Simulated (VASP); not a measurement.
# CsCd2 (Fd-3m) in VASP: relaxation of cell and atoms with PBE

Aim: the relaxation of cell and atoms of CsCd2 with PBE.

Program: VASP 6.6.1. These are calculated values, not measurements. Logs are shortened: lines on timing, memory, paths and dates and some standing lists are left out, and cuts for length are marked.

**1. The cell of the first run**

The structure is cubic, space group Fd-3m (No. 227). The conventional cell has a = 9.694 Å, b = 9.694 Å, c = 9.694 Å, α = 90.00°, β = 90.00°, γ = 90.00°. Cs (site symmetry -43m) has 12 Cd at 4.02 Å and 4 Cs at 4.20 Å within 5.3 Å. Cd (site symmetry -3m) has 6 Cd at 3.43 Å and 6 Cs at 4.02 Å within 4.5 Å.

**2. Relaxation of cell and atoms, PBE**

Input file INCAR:

```
PREC = Accurate ; ENCUT = 600
EDIFF = 1E-6 ; ISMEAR = 0
SIGMA = 0.1 ; LREAL = F
LASPH = T ; NELM = 80
ALGO = Fast ; ISIF = 3
LWAVE = F ; LCHARG = F
GGA = PE ; IBRION = 2
NSW = 100 ; EDIFFG = -0.01
```

Input file KPOINTS:

```
regular mesh
0
Gamma
  8 8 8
```

Input file POSCAR:

```
CsCd2
1.0
    0.0000000000      4.8469245718      4.8469245718
    4.8469245718      0.0000000000      4.8469245718
    4.8469245718      4.8469245718      0.0000000000
Cs Cd
2 4
Direct
    0.0000000000      0.0000000000      0.0000000000
    0.2500000000      0.2500000000      0.2500000000
    0.6250000000      0.6250000000      0.6250000000
    0.1250000000      0.6250000000      0.6250000000
    0.6250000000      0.6250000000      0.1250000000
    0.6250000000      0.1250000000      0.6250000000
```

Potentials or basis: VASP PAW PBE potentials, release 64 (Cs_sv, Cd).

Command:

```sh
cat potpaw_PBE.64/Cs_sv/POTCAR potpaw_PBE.64/Cd/POTCAR > POTCAR
mpirun -np 1 vasp_std > vasp.out
```

OUTCAR:

```text
PREC = Accurate
   ENCUT = 600
   EDIFF = 1E-6
   ISMEAR = 0
   LREAL = F
   LASPH = T
   NELM = 80
   ISIF = 3
   GGA = PE
   IBRION = 2
   NSW = 100
   EDIFFG = -0.01

 ion  position               nearest neighbor table
   1  0.000  0.000  0.000-
   2  0.250  0.250  0.250-
   3  0.625  0.625  0.625-   4 3.43   5 3.43   6 3.43   5 3.43   6 3.43   4 3.43
   4  0.125  0.625  0.625-   3 3.43   5 3.43   6 3.43   3 3.43   5 3.43   6 3.43
   5  0.625  0.625  0.125-   3 3.43   3 3.43   4 3.43   6 3.43   6 3.43   4 3.43
   6  0.625  0.125  0.625-   3 3.43   5 3.43   3 3.43   4 3.43   5 3.43   4 3.43

  LATTYP: Found a face centered cubic cell.
 ALAT       =     9.6938491436

  Lattice vectors:

 A1 = (   0.0000000000,   4.8469245718,   4.8469245718)
 A2 = (   4.8469245718,   0.0000000000,   4.8469245718)
 A3 = (   4.8469245718,   4.8469245718,   0.0000000000)

Analysis of symmetry for initial positions (statically):
=====================================================================
 Subroutine PRICEL returns:
 Original cell was already a primitive cell.

 Routine SETGRP: Setting up the symmetry group for a
 face centered cubic supercell.

 Subroutine GETGRP returns: Found 48 space group operations
 (whereof 24 operations were pure point group operations)
 out of a pool of 48 trial point group operations.

The static configuration has the point symmetry T_d .
 The point group associated with its full space group is O_h .

Analysis of symmetry for dynamics (positions and initial velocities):
=====================================================================
 Subroutine PRICEL returns:
 Original cell was already a primitive cell.

 Routine SETGRP: Setting up the symmetry group for a
 face centered cubic supercell.

 Subroutine GETGRP returns: Found 48 space group operations
 (whereof 24 operations were pure point group operations)
 out of a pool of 48 trial point group operations.

The dynamic configuration has the point symmetry T_d .
 The point group associated with its full space group is O_h .

 Subroutine INISYM returns: Found 48 space group operations
 (whereof 24 operations are pure point group operations),
 and found     1 'primitive' translations

----------------------------------------------------------------------------------------

                                     Primitive cell

  volume of cell :     227.7345

  direct lattice vectors                    reciprocal lattice vectors
     0.000000000  4.846924572  4.846924572    -0.103158197  0.103158197  0.103158197
     4.846924572  0.000000000  4.846924572     0.103158197 -0.103158197  0.103158197
     4.846924572  4.846924572  0.000000000     0.103158197  0.103158197 -0.103158197

  length of vectors
     6.854586465  6.854586465  6.854586465     0.178675238  0.178675238  0.178675238

  position of ions in fractional coordinates (direct lattice)
     0.000000000  0.000000000  0.000000000
     0.250000000  0.250000000  0.250000000
     0.625000000  0.625000000  0.625000000
     0.125000000  0.625000000  0.625000000
     0.625000000  0.625000000  0.125000000
     0.625000000  0.125000000  0.625000000

  ion indices of the primitive-cell ions
   primitive index   ion index
                 1           1
                 2           2
                 3           3
                 4           4
                 5           5
                 6           6

----------------------------------------------------------------------------------------

 KPOINTS: regular mesh

Automatic generation of k-mesh.
 Grid dimensions read from file:
 generate k-points for:    8    8    8

 Generating k-lattice:

  Cartesian coordinates                     Fractional coordinates (reciprocal lattice)
    -0.012894775  0.012894775  0.012894775     0.125000000  0.000000000  0.000000000
     0.012894775 -0.012894775  0.012894775     0.000000000  0.125000000  0.000000000
     0.012894775  0.012894775 -0.012894775     0.000000000  0.000000000  0.125000000

  Length of vectors
     0.022334405  0.022334405  0.022334405

  Shift w.r.t. Gamma in fractional coordinates (k-lattice)
     0.000000000  0.000000000  0.000000000

 Subroutine IBZKPT returns following result:
 ===========================================

 Found     29 irreducible k-points:

 Following reciprocal coordinates:
            Coordinates               Weight
  0.000000  0.000000  0.000000      1.000000
  0.125000  0.000000  0.000000      8.000000
  0.250000  0.000000  0.000000      8.000000
  0.375000  0.000000  0.000000      8.000000
  0.500000  0.000000  0.000000      4.000000
  0.125000  0.125000  0.000000      6.000000
[... 16 lines left out ...]
  0.500000  0.250000  0.125000     48.000000
 -0.375000  0.250000  0.125000     24.000000
 [... further k-points ...]
   k-points           NKPTS =     29   k-points in BZ     NKDIM =     29   number of bands    NBANDS=     39
   number of dos      NEDOS =    301   number of ions     NIONS =      6
   total plane-waves  NPLWV = 175616
   dimension x,y,z NGX =    56 NGY =   56 NGZ =   56
   dimension x,y,z NGXF=   112 NGYF=  112 NGZF=  112
   ions per type =               2   4
   NGX,Y,Z   is equivalent  to a cutoff of  13.58, 13.58, 13.58 a.u.
   NGXF,Y,Z  is equivalent  to a cutoff of  27.16, 27.16, 27.16 a.u.
 SYSTEM =  unknown system
   PREC   = accura    normal or accurate (medium, high low for compatibility)
   ISTART =      0    job   : 0-new  1-cont  2-samecut
   ICHARG =      2    charge: 1-file 2-atom 10-const
   ISPIN  =      1    spin polarized calculation?
   LNONCOLLINEAR =      F non collinear calculations
   LSORBIT =      F    spin-orbit coupling
   LASPH  =      T    aspherical Exc in radial PAW
   ENCUT  =  600.0 eV  44.10 Ry    6.64 a.u.  13.69 13.69 13.69*2*pi/ulx,y,z
   NELM   =     80;   NELMIN=  2; NELMDL= -5     # of ELM steps
   EDIFF  = 0.1E-05   stopping-criterion for ELM
   LREAL  =      F    real-space projection
   EDIFFG = -.1E-01   stopping-criterion for IOM
   NSW    =    100    number of steps for IOM
   IBRION =      2    ionic relax: 0-MD 1-quasi-New 2-CG
   NFREE  =      1    steps in history (QN), initial steepest desc. (CG)
   ISIF   =      3    stress and relaxation
   ISYM   =      2    0-nonsym 1-usesym 2-fastsym
   POTIM  = 0.5000    time-step for ionic-motion
   TEBEG  =    0.0;   TEEND  =   0.0 temperature during run
   PSTRESS=    0.0 pullay stress
   NELECT =      66.0000    total number of electrons
   NUPDOWN=      -1.0000    fix difference up-down
   EMIN   =  10.00;   EMAX   =-10.00  energy-range for DOS
   EFERMI =   0.00;   METHOD = LEGACY
   ISMEAR =     0;   SIGMA  =   0.10  broadening in eV -4-tet -1-fermi 0-gaus
   EFERMI_NEDOS =   21; number of points for ismear=-14 and -15
   IALGO  =     68    algorithm
   IMIX   =      4    mixing-type and parameters
     AMIX     =   0.40;   BMIX     =  1.00
     AMIX_MAG =   1.60;   BMIX_MAG =  1.00
  volume/ion in A,a.u.               =      37.96       256.14
  Fermi-wavevector in a.u.,A,eV,Ry     =   1.083378  2.047287 15.969256  1.173707
  Thomas-Fermi vector in A             =   2.219442
   LORBIT       =      0    0 simple, 1 ext, 2 COOP (PROOUT), +10 PAW based schemes
   GGA     = PE    functional components
   LHFCALC =     F    Hartree Fock is set to
   AEXX    =    0.0000 exact exchange contribution
   IVDW    =     0    specifies the selected vdW correction
   LEPSILON=     F    determine dielectric tensor
   LRPA    =     F    only Hartree local field effects (RPA)
 conjugate gradient relaxation of ions
 non-spin polarized calculation
 RMM-DIIS sequential band-by-band and
 Gauss-broadening in eV      SIGMA  =   0.10
  energy-cutoff  :      600.00
  volume of cell :      227.73
 maximum number of plane-waves:      7648
   NGX = 27   NGY = 27   NGZ = 27

 number of electron      66.0000004 magnetization

 Free energy of the ion-electron system (eV)
  ---------------------------------------------------
  ext. energy  EPLUGINS =         0.00000000
  ---------------------------------------------------
  free energy    TOTEN  =        -4.88217363 eV

  energy without entropy =       -4.85630078  energy(sigma->0) =       -4.86923720

 E-fermi :   1.8839     XC(G=0):  -8.5729

 val. band max:        1.8562902401   @ k =   0.1250   0.0000   0.0000
 cond. band min:       1.8866627919   @ k =  -0.3750   0.3750   0.1250
 fundamental gap:      0.0303725518
 Fermi energy:         1.8838571331

 k-point     1 :       0.0000    0.0000    0.0000
  band No.  band energies     occupation
      1     -21.1495      2.00000
      2     -21.0328      2.00000
      3      -8.2432      2.00000
      4      -8.2432      2.00000
      5      -8.2432      2.00000
      6      -7.8285      2.00000
[... 31 lines left out ...]
     38       1.8265      1.58289
     39       5.0061      0.00000

 k-point     2 :       0.1250    0.0000    0.0000
  band No.  band energies     occupation
      1     -21.1462      2.00000
      2     -21.0361      2.00000
      3      -8.2449      2.00000
      4      -8.2449      2.00000
      5      -8.2338      2.00000
      6      -7.8498      2.00000
[... 31 lines left out ...]
     38       2.0888      0.00376
     39       5.2849      0.00000

 k-point     3 :       0.2500    0.0000    0.0000
  band No.  band energies     occupation
      1     -21.1373      2.00000
      2     -21.0451      2.00000
      3      -8.2485      2.00000
      4      -8.2485      2.00000
      5      -8.2316      2.00000
      6      -7.8674      2.00000
[... 31 lines left out ...]
     38       2.9879      0.00000
     39       5.2166      0.00000

 k-point     4 :       0.3750    0.0000    0.0000
  band No.  band energies     occupation
      1     -21.1261      2.00000
      2     -21.0564      2.00000
      3      -8.2599      2.00000
      4      -8.2517      2.00000
      5      -8.2517      2.00000
      6      -7.8360      2.00000
[... 31 lines left out ...]
     38       4.0799      0.00000
     39       4.7419      0.00000
[... 754 lines left out ...]
     38       3.7383      0.00000
     39       4.8676      0.00000

 k-point    23 :       0.5000    0.2500    0.1250
  band No.  band energies     occupation
      1     -21.1181      2.00000
      2     -21.0644      2.00000
      3      -8.3232      2.00000
      4      -8.2720      2.00000
      5      -8.1462      2.00000
      6      -7.9350      2.00000
[... 31 lines left out ...]
     38       4.1628      0.00000
     39       4.4240      0.00000

 k-point    24 :      -0.3750    0.2500    0.1250
  band No.  band energies     occupation
      1     -21.1118      2.00000
      2     -21.0708      2.00000
      3      -8.3370      2.00000
      4      -8.2755      2.00000
      5      -8.1458      2.00000
      6      -7.9292      2.00000
[... 31 lines left out ...]
     38       4.0682      0.00000
     39       4.6042      0.00000

 [... further k-points ...]

------------------------ aborting loop because EDIFF is reached ----------------------------------------

  FORCE on cell =-STRESS in cart. coord.  units (eV):
  Direction    XX          YY          ZZ          XY          YZ          ZX
  --------------------------------------------------------------------------------------
  -------------------------------------------------------------------------------------
  Total       -0.0315746     -0.0315746     -0.0315746      0.0000000      0.0000000      0.0000000
  in kB       -0.2221363     -0.2221363     -0.2221363      0.0000000      0.0000000      0.0000000
  external PRESSURE =      -0.2221363 kB  Pullay stress =       0.0000000 kB

 VOLUME and BASIS-vectors are now :
 -----------------------------------------------------------------------------
  energy-cutoff  :      600.00
  volume of cell :      227.73
      direct lattice vectors                 reciprocal lattice vectors
     0.000000000  4.846924572  4.846924572    -0.103158197  0.103158197  0.103158197
     4.846924572  0.000000000  4.846924572     0.103158197 -0.103158197  0.103158197
     4.846924572  4.846924572  0.000000000     0.103158197  0.103158197 -0.103158197

 POSITION                                       TOTAL-FORCE (eV/Angst)
 -----------------------------------------------------------------------------------
      0.00000      0.00000      0.00000        -0.000000     -0.000000     -0.000000
      2.42346      2.42346      2.42346         0.000000      0.000000      0.000000
      6.05866      6.05866      6.05866        -0.000000     -0.000000     -0.000000
      6.05866      3.63519      3.63519        -0.000000     -0.000000     -0.000000
      3.63519      3.63519      6.05866        -0.000000     -0.000000     -0.000000
      3.63519      6.05866      3.63519        -0.000000     -0.000000     -0.000000
 -----------------------------------------------------------------------------------
    total drift:                                0.000000      0.000000      0.000000

  FREE ENERGIE OF THE ION-ELECTRON SYSTEM (eV)
  ---------------------------------------------------
  free  energy   TOTEN  =        -4.8821736272 eV

  energy  without entropy=       -4.8563007814  energy(sigma->0) =       -4.86923720

 reached required accuracy - stopping structural energy minimisation
```

Run time: 7.1 min. Hardware: 1 thread of AMD EPYC 7R13, shared host; peak memory 0.59 GiB.

Results:

| Item | Value |
| --- | --- |
| Free energy | -4.8822 eV |
| Pressure after relaxing | 0.0 GPa |
| Band gap on the k mesh | zero (bands 33 and 34 overlap by 0.93 eV) |

Final structure:
```cif
data_structure
_symmetry_space_group_name_H-M 'P 1'
_symmetry_Int_Tables_number 1
_cell_length_a 6.8546
_cell_length_b 6.8546
_cell_length_c 6.8546
_cell_angle_alpha 60.000
_cell_angle_beta 60.000
_cell_angle_gamma 60.000
_cell_volume 227.73
loop_
_atom_site_label
_atom_site_type_symbol
_atom_site_fract_x
_atom_site_fract_y
_atom_site_fract_z
_atom_site_occupancy
Cs1 Cs 0.00000 0.00000 0.00000 1
Cs2 Cs 0.25000 0.25000 0.25000 1
Cd1 Cd 0.62500 0.62500 0.62500 1
Cd2 Cd 0.12500 0.62500 0.62500 1
Cd3 Cd 0.62500 0.62500 0.12500 1
Cd4 Cd 0.62500 0.12500 0.62500 1
```

Levels at points of the mesh, in eV from the Fermi level:
```csv
k point,band 29,band 30,band 31,band 32,band 33,band 34,band 35,band 36,band 37,band 38
"(0.00, 0.00, 0.00)",-5.78,-1.39,-1.39,-1.39,-1.11,-0.09,-0.09,-0.09,-0.06,-0.06
"(0.50, 0.00, 0.00)",-4.79,-3.98,-1.97,-1.97,-0.70,0.39,0.39,1.88,1.88,2.30
"(0.50, 0.50, 0.00)",-4.40,-4.40,-1.93,-1.93,-0.53,-0.53,1.73,1.73,2.59,2.61
```

Caveat: the relaxation stopped at its first step, so nothing moved; spin-orbit coupling is left out, which moves the levels of the heavy elements.

The gap in the log of VASP goes by the Fermi energy; the results here count the filled bands.